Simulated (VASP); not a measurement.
Input of a VASP 6.6.1 run:

INCAR

```
ALGO     = Normal         # electronic algorithm
EDIFF    = 1E-6           # SCF threshold, eV
ENCUT    = 520            # plane-wave cutoff, eV
GGA      = CA             # functional
ISIF     = 2              # what is computed and relaxed
ISMEAR   = -1             # smearing method
LASPH    = True           # aspherical terms in the spheres
LCHARG   = False          # write CHGCAR
LREAL    = False          # projectors in reciprocal space
LWAVE    = False          # write WAVECAR
NBANDS   = 13             # bands
NELM     = 60             # most SCF steps
PREC     = Accurate       # precision mode
SIGMA    = 0.08           # smearing width, eV
```

The input KPOINTS:

```
k-points
0
Gamma
  24 24 24
```

The input POSCAR:

```
Mo
1.0
   -1.5392328622      1.5392328622      1.5392328622
    1.5392328622     -1.5392328622      1.5392328622
    1.5392328622      1.5392328622     -1.5392328622
Mo
1
Direct
    0.0000000000      0.0000000000      0.0000000000
```

Potentials or basis: VASP PAW LDA potentials, release 64 (Mo_sv).

Run with:

```sh
$ cat potpaw_LDA.64/Mo_sv/POTCAR > POTCAR
$ mpirun -np 1 vasp_std > vasp.out
```

**Question.** Estimate the band gap on the k mesh.

**Answer.** Zero (band 7 reaches 18.04 eV, above the bottom of band 8 at 12.10 eV).

**Question.** What does it give for the pressure?

**Answer.** 11.4 GPa.
